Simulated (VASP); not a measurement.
A run of VASP 6.6.1 is set up as follows.

The input POSCAR:

```
MgO
1.0
    3.4863778627      0.0000000000      0.0000000000
   -1.7431889314      3.0192917963      0.0000000000
    0.0000000000      0.0000000000      4.1780412200
Mg O
2 2
Direct
    0.6666666667      0.3333333333      0.7500000000
    0.3333333333      0.6666666667      0.2500000000
    0.6666666667      0.3333333333      0.1781960172
    0.3333333333      0.6666666667      0.7500000000
```

INCAR.step1

```
ALGO = Normal
EDIFF = 1E-4
ENCUT = 520
GGA = PE
ISMEAR = 1
LASPH = T
LCHARG = F
LREAL = F
LWAVE = T
NBANDS = 16
NELM = 80
PREC = Accurate
SIGMA = 0.02
```

File INCAR.step2:

```
ALGO = Normal
EDIFF = 1E-6
ENCUT = 520
ISIF = 2
ISMEAR = 1
ISTART = 1
LASPH = T
LCHARG = F
LMIXTAU = T
LREAL = F
LWAVE = F
METAGGA = R2SCAN
NBANDS = 16
NELM = 80
PREC = Accurate
SIGMA = 0.02
```

The input KPOINTS:

```
k-points
0
Gamma
  6 6 6
```

Potentials or basis: VASP PAW PBE potentials, release 64 (Mg, O).

The run is started by

```console
$ cat potpaw_PBE.64/Mg/POTCAR potpaw_PBE.64/O/POTCAR > POTCAR
$ cp INCAR.step1 INCAR
$ mpirun -np 1 vasp_std > vasp.out
$ cp INCAR.step2 INCAR
$ mpirun -np 1 vasp_std > vasp.out
```

Estimate the pressure.

4.5 GPa.

Estimate the largest force.

4.786 eV/Å.

Predict the band gap on the k mesh.

4.09 eV.

Forces on the atoms (eV/Å):
```
Mg   0.000  0.000 -2.103
Mg   0.000  0.000 -0.759
O    0.000  0.000  4.786
O    0.000  0.000 -1.923
```

Caveat: the cell differs from its parent crystal (atom 3 (O) moved by (+0.000, -0.300) A along [1 1 0] and z); the cell stands under pressure; the PAW data sets were made with another functional, which shifts forces and pressure a little.
